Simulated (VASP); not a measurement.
# Nb (Im-3m) in VASP: further runs, part 2 of 2

VASP 6.6.1. Earlier steps stand in the parts before.

## Step 4: Single point, PBEsol

Input file INCAR:

```
  PREC = Accurate
  ENCUT = 520
  EDIFF = 1E-6
  ISMEAR = -1
  SIGMA = 0.15
  LREAL = F
  LASPH = T
  NELM = 100
  ALGO = Normal
  ISIF = 2
  LWAVE = F
  LCHARG = F
  GGA = PS
  NBANDS = 12
```

Input file KPOINTS:

```
Automatic mesh
0
Gamma
  20 20 20
```

Input file POSCAR:

```
Nb
1.0
   -1.6372765129      1.6372765129      1.6372765129
    1.6372765129     -1.6372765129      1.6372765129
    1.6372765129      1.6372765129     -1.6372765129
Nb
1
Direct
    0.0000000000      0.0000000000      0.0000000000
```

Potentials or basis: VASP PAW PBE potentials, release 64 (Nb_sv).

Command:

```
> cat potpaw_PBE.64/Nb_sv/POTCAR > POTCAR
> mpirun -np 1 vasp_std > vasp.out
```

OUTCAR:

```text
PREC = Accurate
   ENCUT = 520
   EDIFF = 1E-6
   ISMEAR = -1
   LREAL = F
   LASPH = T
   NELM = 100
   ISIF = 2
   GGA = PS

 ion  position               nearest neighbor table
   1  0.000  0.000  0.000-

  LATTYP: Found a body centered cubic cell.
 ALAT       =     3.2745530258

  Lattice vectors:

 A1 = (  -1.6372765129,   1.6372765129,   1.6372765129)
 A2 = (   1.6372765129,  -1.6372765129,   1.6372765129)
 A3 = (   1.6372765129,   1.6372765129,  -1.6372765129)

Analysis of symmetry for initial positions (statically):
=====================================================================
 Subroutine PRICEL returns:
 Original cell was already a primitive cell.

 Routine SETGRP: Setting up the symmetry group for a
 body centered cubic supercell.

 Subroutine GETGRP returns: Found 48 space group operations
 (whereof 48 operations were pure point group operations)
 out of a pool of 48 trial point group operations.

The static configuration has the point symmetry O_h .

Analysis of symmetry for dynamics (positions and initial velocities):
=====================================================================
 Subroutine PRICEL returns:
 Original cell was already a primitive cell.

 Routine SETGRP: Setting up the symmetry group for a
 body centered cubic supercell.

 Subroutine GETGRP returns: Found 48 space group operations
 (whereof 48 operations were pure point group operations)
 out of a pool of 48 trial point group operations.

The dynamic configuration has the point symmetry O_h .

 Subroutine INISYM returns: Found 48 space group operations
 (whereof 48 operations are pure point group operations),
 and found     1 'primitive' translations

----------------------------------------------------------------------------------------

                                     Primitive cell

  volume of cell :      17.5560

  direct lattice vectors                    reciprocal lattice vectors
    -1.637276513  1.637276513  1.637276513     0.000000000  0.305385191  0.305385191
     1.637276513 -1.637276513  1.637276513     0.305385191  0.000000000  0.305385191
     1.637276513  1.637276513 -1.637276513     0.305385191  0.305385191  0.000000000

  length of vectors
     2.835846106  2.835846106  2.835846106     0.431879878  0.431879878  0.431879878

  position of ions in fractional coordinates (direct lattice)
     0.000000000  0.000000000  0.000000000

  ion indices of the primitive-cell ions
   primitive index   ion index
                 1           1

----------------------------------------------------------------------------------------

 KPOINTS: Automatic mesh

Automatic generation of k-mesh.
 Grid dimensions read from file:
 generate k-points for:   20   20   20

 Generating k-lattice:

  Cartesian coordinates                     Fractional coordinates (reciprocal lattice)
     0.000000000  0.015269260  0.015269260     0.050000000  0.000000000  0.000000000
     0.015269260  0.000000000  0.015269260     0.000000000  0.050000000  0.000000000
     0.015269260  0.015269260  0.000000000     0.000000000  0.000000000  0.050000000

  Length of vectors
     0.021593994  0.021593994  0.021593994

  Shift w.r.t. Gamma in fractional coordinates (k-lattice)
     0.000000000  0.000000000  0.000000000

 Subroutine IBZKPT returns following result:
 ===========================================

 Found    256 irreducible k-points:

 Following reciprocal coordinates:
            Coordinates               Weight
  0.000000  0.000000  0.000000      1.000000
  0.050000  0.000000  0.000000     12.000000
  0.100000  0.000000  0.000000     12.000000
  0.150000  0.000000  0.000000     12.000000
  0.200000  0.000000  0.000000     12.000000
  0.250000  0.000000  0.000000     12.000000
[... 16 lines left out ...]
  0.200000  0.100000 -0.000000     48.000000
  0.250000  0.100000  0.000000     48.000000
 [... further k-points ...]
   k-points           NKPTS =    256   k-points in BZ     NKDIM =    256   number of bands    NBANDS=     12
   number of dos      NEDOS =    301   number of ions     NIONS =      1
   total plane-waves  NPLWV =  13824
   dimension x,y,z NGX =    24 NGY =   24 NGZ =   24
   dimension x,y,z NGXF=    48 NGYF=   48 NGZF=   48
   ions per type =               1
   NGX,Y,Z   is equivalent  to a cutoff of  14.07, 14.07, 14.07 a.u.
   NGXF,Y,Z  is equivalent  to a cutoff of  28.14, 28.14, 28.14 a.u.
 SYSTEM =  unknown system
   PREC   = accura    normal or accurate (medium, high low for compatibility)
   ISTART =      0    job   : 0-new  1-cont  2-samecut
   ICHARG =      2    charge: 1-file 2-atom 10-const
   ISPIN  =      1    spin polarized calculation?
   LNONCOLLINEAR =      F non collinear calculations
   LSORBIT =      F    spin-orbit coupling
   LASPH  =      T    aspherical Exc in radial PAW
   ENCUT  =  520.0 eV  38.22 Ry    6.18 a.u.   5.27  5.27  5.27*2*pi/ulx,y,z
   NELM   =    100;   NELMIN=  2; NELMDL= -5     # of ELM steps
   EDIFF  = 0.1E-05   stopping-criterion for ELM
   LREAL  =      F    real-space projection
   EDIFFG = 0.1E-04   stopping-criterion for IOM
   NSW    =      0    number of steps for IOM
   IBRION =     -1    ionic relax: 0-MD 1-quasi-New 2-CG
   NFREE  =      0    steps in history (QN), initial steepest desc. (CG)
   ISIF   =      2    stress and relaxation
   ISYM   =      2    0-nonsym 1-usesym 2-fastsym
   POTIM  = 0.5000    time-step for ionic-motion
   TEBEG  =    0.0;   TEEND  =   0.0 temperature during run
   PSTRESS=    0.0 pullay stress
   NELECT =      13.0000    total number of electrons
   NUPDOWN=      -1.0000    fix difference up-down
   EMIN   =  10.00;   EMAX   =-10.00  energy-range for DOS
   EFERMI =   0.00;   METHOD = LEGACY
   ISMEAR =    -1;   SIGMA  =   0.15  broadening in eV -4-tet -1-fermi 0-gaus
   EFERMI_NEDOS =   21; number of points for ismear=-14 and -15
   IALGO  =     38    algorithm
   IMIX   =      4    mixing-type and parameters
     AMIX     =   0.40;   BMIX     =  1.00
     AMIX_MAG =   1.60;   BMIX_MAG =  1.00
  volume/ion in A,a.u.               =      17.56       118.47
  Fermi-wavevector in a.u.,A,eV,Ry     =   1.481087  2.798849 29.845997  2.193619
  Thomas-Fermi vector in A             =   2.595041
   LORBIT       =      0    0 simple, 1 ext, 2 COOP (PROOUT), +10 PAW based schemes
   GGA     = PS    functional components
   LHFCALC =     F    Hartree Fock is set to
   AEXX    =    0.0000 exact exchange contribution
   IVDW    =     0    specifies the selected vdW correction
   LEPSILON=     F    determine dielectric tensor
   LRPA    =     F    only Hartree local field effects (RPA)
 non-spin polarized calculation
  energy-cutoff  :      520.00
  volume of cell :       17.56
 maximum number of plane-waves:       490
 NGX is ok and might be reduce to    24
   NGX = 11   NGY = 11   NGZ = 11

 number of electron      13.0000001 magnetization

 Free energy of the ion-electron system (eV)
  ---------------------------------------------------
  ext. energy  EPLUGINS =         0.00000000
  ---------------------------------------------------
  free energy    TOTEN  =       -11.00470899 eV

  energy without entropy =      -10.90578426  energy(sigma->0) =      -10.95524662

 E-fermi :  11.4442     XC(G=0): -12.7622

 val. band max:       11.4327972487   @ k =  -0.2000   0.2000   0.1000
 cond. band min:      11.4480089645   @ k =  -0.4500  -0.4500   0.2000
 fundamental gap:      0.0152117157
 Fermi energy:        11.4441830720

 k-point     1 :       0.0000    0.0000    0.0000
  band No.  band energies     occupation
      1     -42.8266      2.00000
      2     -18.0847      2.00000
      3     -18.0847      2.00000
      4     -18.0847      2.00000
      5       5.3862      2.00000
      6      11.7662      0.20931
      7      11.7662      0.20931
      8      11.7662      0.20931
      9      14.7622      0.00000
     10      14.7622      0.00000
     11      25.6866      0.00000
     12      25.6866      0.00000
[... 331 lines left out ...]
 k-point    24 :       0.2500    0.1000    0.0000
  band No.  band energies     occupation
      1     -42.6373      2.00000
      2     -19.0953      2.00000
      3     -18.4121      2.00000
      4     -18.1456      2.00000
      5       7.9764      2.00000
      6      10.2973      1.99904
      7      11.1192      1.79447
      8      14.1301      0.00000
      9      15.3146      0.00000
     10      15.6363      0.00000
     11      25.4612      0.00000
     12      26.8693      0.00000

 [... further k-points ...]

------------------------ aborting loop because EDIFF is reached ----------------------------------------

  FORCE on cell =-STRESS in cart. coord.  units (eV):
  Direction    XX          YY          ZZ          XY          YZ          ZX
  --------------------------------------------------------------------------------------
  -------------------------------------------------------------------------------------
  Total       -0.0335267     -0.0335267     -0.0335267     -0.0000000      0.0000000     -0.0000000
  in kB       -3.0596743     -3.0596743     -3.0596743     -0.0000000      0.0000000     -0.0000000
  external PRESSURE =      -3.0596743 kB  Pullay stress =       0.0000000 kB

 VOLUME and BASIS-vectors are now :
 -----------------------------------------------------------------------------
  energy-cutoff  :      520.00
  volume of cell :       17.56
      direct lattice vectors                 reciprocal lattice vectors
    -1.637276513  1.637276513  1.637276513     0.000000000  0.305385191  0.305385191
     1.637276513 -1.637276513  1.637276513     0.305385191  0.000000000  0.305385191
     1.637276513  1.637276513 -1.637276513     0.305385191  0.305385191  0.000000000

 POSITION                                       TOTAL-FORCE (eV/Angst)
 -----------------------------------------------------------------------------------
      0.00000      0.00000      0.00000         0.000000     -0.000000      0.000000
 -----------------------------------------------------------------------------------
    total drift:                                0.000000      0.000000      0.000000

  FREE ENERGIE OF THE ION-ELECTRON SYSTEM (eV)
  ---------------------------------------------------
  free  energy   TOTEN  =       -11.0047089853 eV

  energy  without entropy=      -10.9057842578  energy(sigma->0) =      -10.95524662
```

OSZICAR:

```text
N       E                     dE             d eps       ncg     rms          rms(c)
DAV:   1     0.117981492432E+03    0.11798E+03   -0.72920E+03  6168   0.108E+03
DAV:   2    -0.675519170696E+01   -0.12474E+03   -0.12019E+03  6612   0.394E+02
DAV:   3    -0.112236904006E+02   -0.44685E+01   -0.42867E+01  8932   0.658E+01
DAV:   4    -0.114634727882E+02   -0.23978E+00   -0.23837E+00  8480   0.138E+01
DAV:   5    -0.114738568130E+02   -0.10384E-01   -0.10379E-01  9008   0.238E+00    0.761E+00
DAV:   6    -0.110523523036E+02    0.42150E+00   -0.62364E-01  9872   0.995E+00    0.267E+00
DAV:   7    -0.110003749402E+02    0.51977E-01   -0.18709E-01 10180   0.537E+00    0.950E-01
DAV:   8    -0.110046513854E+02   -0.42764E-02   -0.12727E-02  7272   0.147E+00    0.379E-02
DAV:   9    -0.110046978598E+02   -0.46474E-04   -0.89165E-04  9876   0.283E-01    0.391E-02
DAV:  10    -0.110047129296E+02   -0.15070E-04   -0.20966E-05  7296   0.552E-02    0.153E-02
DAV:  11    -0.110047091763E+02    0.37533E-05   -0.61080E-06  8172   0.418E-02    0.302E-03
DAV:  12    -0.110047089853E+02    0.19098E-06   -0.26039E-07  4268   0.683E-03
   1 F= -.11004709E+02 E0= -.10955247E+02  d E =-.989247E-01
```

stdout:

```text
POSCAR found type information on POSCAR Nb
 POSCAR found :  1 types and       1 ions
 scaLAPACK will be used
 -----------------------------------------------------------------------------
|                                                                             |
|                                                                             |
|     You enforced a specific xc type in the INCAR file but a different       |
|     I HOPE YOU KNOW WHAT YOU ARE DOING!                                     |
|                                                                             |
 -----------------------------------------------------------------------------

 LDA part: xc-table for (Slater+PW92), standard interpolation
 POSCAR, INCAR and KPOINTS ok, starting setup
 FFT: planning ... GRIDC
 FFT: planning ... GRID_SOFT
 FFT: planning ... GRID
 WAVECAR not read
 entering main loop
```

It took 15 s on 1 thread of Intel Xeon 6975P-C (Granite Rapids), shared host; peak memory 0.17 GiB.

What came out:

```yaml
Free_energy: -11.0047 eV
Pressure: -0.3 GPa
```

Caveat: the PAW data sets were made with another functional, which shifts forces and pressure a little.

## Step 5: Overview

```tsv
task	cell	k mesh	cutoff (eV)	smearing	gap on the mesh (eV)	pressure (GPa)
relaxation of cell and atoms	relaxed from a = 2.837 Å, angles 109.5°, 1 atom	18 × 18 × 18	600	gaussian 0.1 eV	none	0.0
single point	a = 2.834 Å, angles 109.5°, 1 atom	18 × 18 × 18	520	gaussian 0.1 eV	none	-0.3
single point	a = 2.836 Å, angles 109.5°, 1 atom	20 × 20 × 20	520	fermi-dirac 0.15 eV	none	-0.3
```

Alike in all rows: level PBEsol; potentials or basis VASP PAW PBE potentials, release 64 (Nb_sv); no spin polarisation.

Caveats: the PAW data sets were made with another functional, which shifts forces and pressure a little.

Total energies depend on the potentials used, so only differences within one code and one set of settings carry meaning.
